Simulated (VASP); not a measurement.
# P (Cm) in VASP: a series of runs

P is run at these levels: PBE; tasks: single point.

Program: VASP 6.6.1. These are calculated values, not measurements. Logs are shortened: lines on timing, memory, paths and dates and some standing lists are left out, and cuts for length are marked.

## Step 1: The cell of the first run

The structure is monoclinic, space group Cm (No. 8). The conventional cell has a = 11.285 Å, b = 3.310 Å, c = 4.558 Å, α = 90.00°, β = 90.00°, γ = 90.00°. P (site symmetry m) has 3 P at 2.10 to 2.34 Å within 2.8 Å. P (site symmetry m) has 3 P at 2.10 to 2.26 Å within 2.8 Å. P (site symmetry m) has 3 P at 2.23 to 2.34 Å within 2.9 Å. P (site symmetry m) has 3 P at 2.23 to 2.26 Å within 2.9 Å.

## Step 2: Single point, PBE (atom 1 (P) moved by (+0.000, -0.200) A along [1 1 0] and z)

INCAR

```
PREC = Accurate
ENCUT = 520
EDIFF = 1E-6
ISMEAR = 0
SIGMA = 0.03
LREAL = F
LASPH = T
NELM = 80
ALGO = Normal
ISIF = 2
LWAVE = F
LCHARG = F
GGA = PE
NBANDS = 18
```

KPOINTS

```
regular mesh
0
Gamma
  10 10 8
```

POSCAR

```
P
1.0
    1.6552162270     -5.6427177482      0.0000000000
    1.6552162270      5.6427177482      0.0000000000
    0.0000000000      0.0000000000      4.5577728156
P
4
Direct
    0.0940707809      0.9059292191      0.8698391580
    0.5940707809      0.4059292191      0.5862797606
    0.9059292191      0.0940707809      0.0862797606
    0.4059292191      0.5940707809      0.4137202394
```

Potentials or basis: VASP PAW PBE potentials, release 64 (P).

Command:

```
$ cat potpaw_PBE.64/P/POTCAR > POTCAR
$ mpirun -np 1 vasp_std > vasp.out
```

OUTCAR:

```text
PREC = Accurate
   ENCUT = 520
   EDIFF = 1E-6
   ISMEAR = 0
   LREAL = F
   LASPH = T
   NELM = 80
   ISIF = 2
   GGA = PE

 ion  position               nearest neighbor table
   1  0.094  0.906  0.870-   2 2.10   2 2.10   3 2.34
   2  0.594  0.406  0.586-   1 2.10   1 2.10   4 2.26
   3  0.906  0.094  0.086-   4 2.23   4 2.23   1 2.34
   4  0.406  0.594  0.414-   3 2.23   3 2.23   2 2.26

  LATTYP: Found a base centered orthorhombic cell.
 ALAT       =     3.3104324540
 B/A-ratio  =     3.4090517336
 C/A-ratio  =     1.3767907604

  Lattice vectors:

 A1 = (   1.6552162270,  -5.6427177482,   0.0000000000)
 A2 = (   1.6552162270,   5.6427177482,   0.0000000000)
 A3 = (   0.0000000000,   0.0000000000,   4.5577728156)

Analysis of symmetry for initial positions (statically):
=====================================================================
 Subroutine PRICEL returns:
 Original cell was already a primitive cell.

 Routine SETGRP: Setting up the symmetry group for a
 base centered orthorhombic supercell.

 Subroutine GETGRP returns: Found  2 space group operations
 (whereof  2 operations were pure point group operations)
 out of a pool of  8 trial point group operations.

The static configuration has the point symmetry C_1h.

Analysis of symmetry for dynamics (positions and initial velocities):
=====================================================================
 Subroutine PRICEL returns:
 Original cell was already a primitive cell.

 Routine SETGRP: Setting up the symmetry group for a
 base centered orthorhombic supercell.

 Subroutine GETGRP returns: Found  2 space group operations
 (whereof  2 operations were pure point group operations)
 out of a pool of  8 trial point group operations.

The dynamic configuration has the point symmetry C_1h.

 Subroutine INISYM returns: Found  2 space group operations
 (whereof  2 operations are pure point group operations),
 and found     1 'primitive' translations

----------------------------------------------------------------------------------------

                                     Primitive cell

  volume of cell :      85.1384

  direct lattice vectors                    reciprocal lattice vectors
     1.655216227 -5.642717748  0.000000000     0.302075337 -0.088609784  0.000000000
     1.655216227  5.642717748  0.000000000     0.302075337  0.088609784  0.000000000
     0.000000000  0.000000000  4.557772816     0.000000000  0.000000000  0.219405407

  length of vectors
     5.880476541  5.880476541  4.557772816     0.314803436  0.314803436  0.219405407

  position of ions in fractional coordinates (direct lattice)
     0.094070781  0.905929219  0.869839158
     0.594070781  0.405929219  0.586279761
     0.905929219  0.094070781  0.086279761
     0.405929219  0.594070781  0.413720239

  ion indices of the primitive-cell ions
   primitive index   ion index
                 1           1
                 2           2
                 3           3
                 4           4

----------------------------------------------------------------------------------------

 KPOINTS: regular mesh

Automatic generation of k-mesh.
 Grid dimensions read from file:
 generate k-points for:   10   10    8

 Generating k-lattice:

  Cartesian coordinates                     Fractional coordinates (reciprocal lattice)
     0.030207534 -0.008860978  0.000000000     0.100000000 -0.000000000  0.000000000
     0.030207534  0.008860978  0.000000000    -0.000000000  0.100000000  0.000000000
     0.000000000  0.000000000  0.027425676     0.000000000  0.000000000  0.125000000

  Length of vectors
     0.031480344  0.031480344  0.027425676

  Shift w.r.t. Gamma in fractional coordinates (k-lattice)
     0.000000000  0.000000000  0.000000000

 Subroutine IBZKPT returns following result:
 ===========================================

 Found    227 irreducible k-points:

 Following reciprocal coordinates:
            Coordinates               Weight
  0.000000  0.000000  0.000000      1.000000
  0.100000  0.000000  0.000000      4.000000
  0.200000  0.000000  0.000000      4.000000
  0.300000  0.000000  0.000000      4.000000
  0.400000  0.000000  0.000000      4.000000
  0.500000  0.000000  0.000000      2.000000
[... 16 lines left out ...]
  0.300000  0.300000  0.000000      2.000000
  0.400000  0.300000  0.000000      4.000000
 [... further k-points ...]
   k-points           NKPTS =    227   k-points in BZ     NKDIM =    227   number of bands    NBANDS=     18
   number of dos      NEDOS =    301   number of ions     NIONS =      4
   total plane-waves  NPLWV =  82944
   dimension x,y,z NGX =    48 NGY =   48 NGZ =   36
   dimension x,y,z NGXF=    96 NGYF=   96 NGZF=   72
   ions per type =               4
   NGX,Y,Z   is equivalent  to a cutoff of  13.57, 13.57, 13.13 a.u.
   NGXF,Y,Z  is equivalent  to a cutoff of  27.14, 27.14, 26.26 a.u.
 SYSTEM =  unknown system
   PREC   = accura    normal or accurate (medium, high low for compatibility)
   ISTART =      0    job   : 0-new  1-cont  2-samecut
   ICHARG =      2    charge: 1-file 2-atom 10-const
   ISPIN  =      1    spin polarized calculation?
   LNONCOLLINEAR =      F non collinear calculations
   LSORBIT =      F    spin-orbit coupling
   LASPH  =      T    aspherical Exc in radial PAW
   ENCUT  =  520.0 eV  38.22 Ry    6.18 a.u.  10.93 10.93  8.47*2*pi/ulx,y,z
   NELM   =     80;   NELMIN=  2; NELMDL= -5     # of ELM steps
   EDIFF  = 0.1E-05   stopping-criterion for ELM
   LREAL  =      F    real-space projection
   EDIFFG = 0.1E-04   stopping-criterion for IOM
   NSW    =      0    number of steps for IOM
   IBRION =     -1    ionic relax: 0-MD 1-quasi-New 2-CG
   NFREE  =      0    steps in history (QN), initial steepest desc. (CG)
   ISIF   =      2    stress and relaxation
   ISYM   =      2    0-nonsym 1-usesym 2-fastsym
   POTIM  = 0.5000    time-step for ionic-motion
   TEBEG  =    0.0;   TEEND  =   0.0 temperature during run
   PSTRESS=    0.0 pullay stress
   NELECT =      20.0000    total number of electrons
   NUPDOWN=      -1.0000    fix difference up-down
   EMIN   =  10.00;   EMAX   =-10.00  energy-range for DOS
   EFERMI =   0.00;   METHOD = LEGACY
   ISMEAR =     0;   SIGMA  =   0.03  broadening in eV -4-tet -1-fermi 0-gaus
   EFERMI_NEDOS =   21; number of points for ismear=-14 and -15
   IALGO  =     38    algorithm
   IMIX   =      4    mixing-type and parameters
     AMIX     =   0.40;   BMIX     =  1.00
     AMIX_MAG =   1.60;   BMIX_MAG =  1.00
  volume/ion in A,a.u.               =      21.28       143.64
  Fermi-wavevector in a.u.,A,eV,Ry     =   1.010128  1.908864 13.882811  1.020358
  Thomas-Fermi vector in A             =   2.143098
   LORBIT       =      0    0 simple, 1 ext, 2 COOP (PROOUT), +10 PAW based schemes
   GGA     = PE    functional components
   LHFCALC =     F    Hartree Fock is set to
   AEXX    =    0.0000 exact exchange contribution
   IVDW    =     0    specifies the selected vdW correction
   LEPSILON=     F    determine dielectric tensor
   LRPA    =     F    only Hartree local field effects (RPA)
 non-spin polarized calculation
 Gauss-broadening in eV      SIGMA  =   0.03
  energy-cutoff  :      520.00
  volume of cell :       85.14
 maximum number of plane-waves:      2314
 NGX is ok and might be reduce to    48
   NGX = 21   NGY = 21   NGZ = 17

 number of electron      19.9999999 magnetization

 Free energy of the ion-electron system (eV)
  ---------------------------------------------------
  ext. energy  EPLUGINS =         0.00000000
  ---------------------------------------------------
  free energy    TOTEN  =       -21.23602282 eV

  energy without entropy =      -21.23601605  energy(sigma->0) =      -21.23601944

 E-fermi :   5.4590     XC(G=0):  -9.1907

 val. band max:        5.4074858463   @ k =   0.5000   0.5000   0.0000
 cond. band min:       5.5007631747   @ k =   0.5000   0.5000   0.0000
 fundamental gap:      0.0932773284
 Fermi energy:         5.4589638201

 k-point     1 :       0.0000    0.0000    0.0000
  band No.  band energies     occupation
      1     -10.4089      2.00000
      2      -7.8897      2.00000
      3      -3.9704      2.00000
      4      -1.2534      2.00000
      5       0.3810      2.00000
      6       0.8446      2.00000
[... 10 lines left out ...]
     17      12.2870      0.00000
     18      12.8427      0.00000

 k-point     2 :       0.1000    0.0000    0.0000
  band No.  band energies     occupation
      1     -10.2863      2.00000
      2      -7.7721      2.00000
      3      -4.0349      2.00000
      4      -1.1450      2.00000
      5       0.0118      2.00000
      6       0.4279      2.00000
[... 10 lines left out ...]
     17      11.8138      0.00000
     18      12.2296      0.00000

 k-point     3 :       0.2000    0.0000    0.0000
  band No.  band energies     occupation
      1      -9.9207      2.00000
      2      -7.4196      2.00000
      3      -4.3683      2.00000
      4      -1.1286      2.00000
      5      -0.8322      2.00000
      6      -0.2451      2.00000
[... 10 lines left out ...]
     17      10.4487      0.00000
     18      12.0767      0.00000

 k-point     4 :       0.3000    0.0000    0.0000
  band No.  band energies     occupation
      1      -9.3192      2.00000
      2      -6.8346      2.00000
      3      -5.1878      2.00000
      4      -2.4225      2.00000
      5      -0.6721      2.00000
      6      -0.3764      2.00000
[... 10 lines left out ...]
     17      11.6721      0.00000
     18      12.0877      0.00000

 k-point     5 :       0.4000    0.0000    0.0000
  band No.  band energies     occupation
      1      -8.4976      2.00000
      2      -6.3210      2.00000
      3      -6.0202      2.00000
      4      -3.7683      2.00000
      5      -0.4634      2.00000
      6       0.0201      2.00000
[... 10 lines left out ...]
     17      11.7130      0.00000
     18      12.0883      0.00000

 k-point     6 :       0.5000    0.0000    0.0000
  band No.  band energies     occupation
      1      -7.5798      2.00000
      2      -7.3699      2.00000
      3      -5.0031      2.00000
      4      -4.9785      2.00000
      5      -0.0750      2.00000
      6      -0.0280      2.00000
[... 10 lines left out ...]
     17      11.7169      0.00000
     18      11.8728      0.00000

 k-point     7 :       0.1000    0.1000    0.0000
  band No.  band energies     occupation
      1      -9.9289      2.00000
      2      -7.3995      2.00000
      3      -4.3696      2.00000
      4      -1.1313      2.00000
      5      -0.8680      2.00000
      6      -0.2446      2.00000
[... 10 lines left out ...]
     17      10.4199      0.00000
     18      12.8464      0.00000

 k-point     8 :       0.2000    0.1000    0.0000
  band No.  band energies     occupation
      1      -9.3346      2.00000
      2      -6.7967      2.00000
      3      -5.1810      2.00000
      4      -2.4488      2.00000
      5      -0.6757      2.00000
      6      -0.4387      2.00000
[... 10 lines left out ...]
     17      11.6664      0.00000
     18      12.2930      0.00000
[... 229 lines left out ...]
     17      11.4216      0.00000
     18      11.5768      0.00000

 k-point    20 :      -0.4000    0.2000    0.0000
  band No.  band energies     occupation
      1      -9.8707      2.00000
      2      -7.5379      2.00000
      3      -4.3610      2.00000
      4      -1.1038      2.00000
      5      -0.5919      2.00000
      6      -0.2614      2.00000
[... 10 lines left out ...]
     17      10.6584      0.00000
     18      10.9435      0.00000

 k-point    21 :      -0.3000    0.2000    0.0000
  band No.  band energies     occupation
      1     -10.2439      2.00000
      2      -7.8732      2.00000
      3      -4.0096      2.00000
      4      -0.9448      2.00000
      5      -0.0582      2.00000
      6       0.3409      2.00000
[... 10 lines left out ...]
     17      10.7969      0.00000
     18      11.8484      0.00000

 k-point    22 :      -0.2000    0.2000    0.0000
  band No.  band energies     occupation
      1     -10.3783      2.00000
      2      -7.9633      2.00000
      3      -3.9481      2.00000
      4      -1.1125      2.00000
      5       0.2454      2.00000
      6       0.7462      2.00000
[... 10 lines left out ...]
     17      11.5928      0.00000
     18      12.3106      0.00000

 k-point    23 :       0.3000    0.3000    0.0000
  band No.  band energies     occupation
      1      -8.4409      2.00000
      2      -6.3635      2.00000
      3      -6.1540      2.00000
      4      -3.6466      2.00000
      5      -0.4583      2.00000
      6       0.1876      2.00000
[... 10 lines left out ...]
     17      11.6157      0.00000
     18      12.3592      0.00000

 k-point    24 :       0.4000    0.3000    0.0000
  band No.  band energies     occupation
      1      -9.2501      2.00000
      2      -6.9960      2.00000
      3      -5.2162      2.00000
      4      -2.3051      2.00000
      5      -0.6633      2.00000
      6      -0.0481      2.00000
[... 10 lines left out ...]
     17      11.3515      0.00000
     18      11.6176      0.00000

 [... further k-points ...]

------------------------ aborting loop because EDIFF is reached ----------------------------------------

  FORCE on cell =-STRESS in cart. coord.  units (eV):
  Direction    XX          YY          ZZ          XY          YZ          ZX
  --------------------------------------------------------------------------------------
  -------------------------------------------------------------------------------------
  Total        1.7224417     -0.6947899      2.7094162      0.0000000     -1.1281321      0.0000000
  in kB       32.4137569    -13.0748986     50.9871302      0.0000000    -21.2297456      0.0000000
  external PRESSURE =      23.4419962 kB  Pullay stress =       0.0000000 kB

 VOLUME and BASIS-vectors are now :
 -----------------------------------------------------------------------------
  energy-cutoff  :      520.00
  volume of cell :       85.14
      direct lattice vectors                 reciprocal lattice vectors
     1.655216227 -5.642717748  0.000000000     0.302075337 -0.088609784  0.000000000
     1.655216227  5.642717748  0.000000000     0.302075337  0.088609784  0.000000000
     0.000000000  0.000000000  4.557772816     0.000000000  0.000000000  0.219405407

 POSITION                                       TOTAL-FORCE (eV/Angst)
 -----------------------------------------------------------------------------------
      1.65522      4.58109      3.96453         0.000000      0.121558      2.862790
      1.65522     -1.06163      2.67213         0.000000      0.242182     -2.317780
      1.65522     -4.58109      0.39324         0.000000     -0.148375     -0.142006
      1.65522      1.06163      1.88564         0.000000     -0.215365     -0.403004
 -----------------------------------------------------------------------------------
    total drift:                               -0.000000      0.000012      0.000011

  FREE ENERGIE OF THE ION-ELECTRON SYSTEM (eV)
  ---------------------------------------------------
  free  energy   TOTEN  =       -21.2360228212 eV

  energy  without entropy=      -21.2360160494  energy(sigma->0) =      -21.23601944
```

Run time: 11 min. Hardware: 1 thread of Intel Xeon 8259CL, shared host; peak memory 0.43 GiB.

What came out:

```yaml
Free_energy: -21.2360 eV
Pressure: 2.3 GPa
Largest_force: 2.865 eV/Å
Band_gap_on_the_k_mesh: 0.09 eV
```

Forces in eV/Å, atoms in the order of the input:
```
P    0.000  0.122  2.863
P    0.000  0.242 -2.318
P    0.000 -0.148 -0.142
P    0.000 -0.215 -0.403
```

Caveat: the cell differs from its parent crystal (atom 1 (P) moved by (+0.000, -0.200) A along [1 1 0] and z); the stress differs along the axes, from -1 to 5 GPa; semilocal functionals underestimate gaps, and a narrow one can read as zero; forces of over 1 eV/Å act on the atoms, so gaps and moduli don't describe the material at rest.

## Step 3: Single point, PBE (atom 1 (P) moved by (+0.000, +0.200) A along [1 1 0] and z)

INCAR

```
PREC = Accurate
ENCUT = 520
EDIFF = 1E-6
ISMEAR = 0
SIGMA = 0.03
LREAL = False
LASPH = True
NELM = 100
ALGO = Normal
ISIF = 2
LWAVE = False
LCHARG = False
GGA = PE
NBANDS = 18
```

KPOINTS is that of step 2.

Edit POSCAR of step 2 so:

```diff
@@ -8,3 +8,3 @@
 Direct
-    0.0940707809      0.9059292191      0.8698391580
+    0.0940707809      0.9059292191      0.9576013208
     0.5940707809      0.4059292191      0.5862797606
```

Potentials or basis: VASP PAW PBE potentials, release 64 (P).

Command:

```
$ cat potpaw_PBE.64/P/POTCAR > POTCAR
$ mpirun -np 1 vasp_std > vasp.out
```

Wall time 12 min (1 thread of Intel Xeon 8259CL, shared host); peak memory 0.43 GiB.

It converged, with:

```yaml
Free_energy: -21.2748 eV
Pressure: -1.6 GPa
Largest_force: 2.145 eV/Å
Band_gap_on_the_k_mesh: 0.32 eV (least direct gap 0.37 eV)
```

Forces in eV/Å, atoms in the order of the input:
```
P    0.000 -0.109 -2.142
P    0.000 -0.136  1.588
P    0.000  0.083  0.216
P    0.000  0.161  0.338
```

Stress tensor (GPa, compression positive):
```
-0.51  0.00  0.00
 0.00  0.86  2.15
 0.00  2.15 -5.14
```

Levels at points of the mesh, in eV from the valence-band top:
| k point | band 8 | band 9 | band 10 | band 11 | band 12 | band 13 |
| --- | --- | --- | --- | --- | --- | --- |
| (0.00, 0.00, 0.00) | -2.47 | -1.37 | -0.98 | 1.33 | 1.64 | 2.84 |
| (0.50, 0.00, 0.00) | -2.87 | -2.31 | -2.26 | 0.52 | 0.77 | 1.52 |
| (0.50, 0.50, 0.00) | -1.66 | -1.23 | 0.00 | 0.37 | 1.48 | 2.81 |
| (0.00, 0.00, 0.50) | -1.73 | -1.43 | -1.19 | 1.79 | 2.13 | 2.62 |
| (0.50, 0.00, 0.50) | -4.87 | -1.76 | -1.44 | 2.10 | 2.53 | 3.31 |
| (0.50, 0.50, 0.50) | -1.75 | -1.58 | -1.31 | 1.78 | 1.93 | 2.63 |

Caveat: the cell differs from its parent crystal (atom 1 (P) moved by (+0.000, +0.200) A along [1 1 0] and z); the stress differs along the axes, from -5 to 1 GPa; semilocal functionals underestimate gaps, and a narrow one can read as zero; forces of over 1 eV/Å act on the atoms, so gaps and moduli don't describe the material at rest.
